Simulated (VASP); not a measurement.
Here is a VASP 6.6.1 calculation.

Contents of INCAR:

```
SYSTEM = LiY3
PREC = Accurate ; ENCUT = 520
EDIFF = 1E-6 ; ISMEAR = -1
SIGMA = 0.05 ; LREAL = .False.
LASPH = .True. ; NELM = 60
ALGO = Normal ; ISIF = 2
LWAVE = .False. ; LCHARG = .False.
GGA = PE ; NBANDS = 26
```

File KPOINTS:

```
Automatic mesh
0
Gamma
  7 7 7
  0 0 0
```

File POSCAR:

```
LiY3
1.0
   -2.3671900000      2.3671900000      5.2733765700
    2.3671900000     -2.3671900000      5.2733765700
    2.3671900000      2.3671900000     -5.2733765700
Y Li
3 1
Direct
    0.5000000000      0.5000000000      0.0000000000
    0.2500000000      0.7500000000      0.5000000000
    0.7500000000      0.2500000000      0.5000000000
    0.0000000000      0.0000000000      0.0000000000
```

Potentials or basis: VASP PAW PBE potentials, release 64 (Y_sv, Li_sv).

Launch:

```sh
$ cat potpaw_PBE.64/Y_sv/POTCAR potpaw_PBE.64/Li_sv/POTCAR > POTCAR
$ mpirun -np 1 vasp_std > vasp.out
```

Task: Estimate the band gap on the k mesh.

Result: Zero (bands 18 and 19 overlap by 0.44 eV).
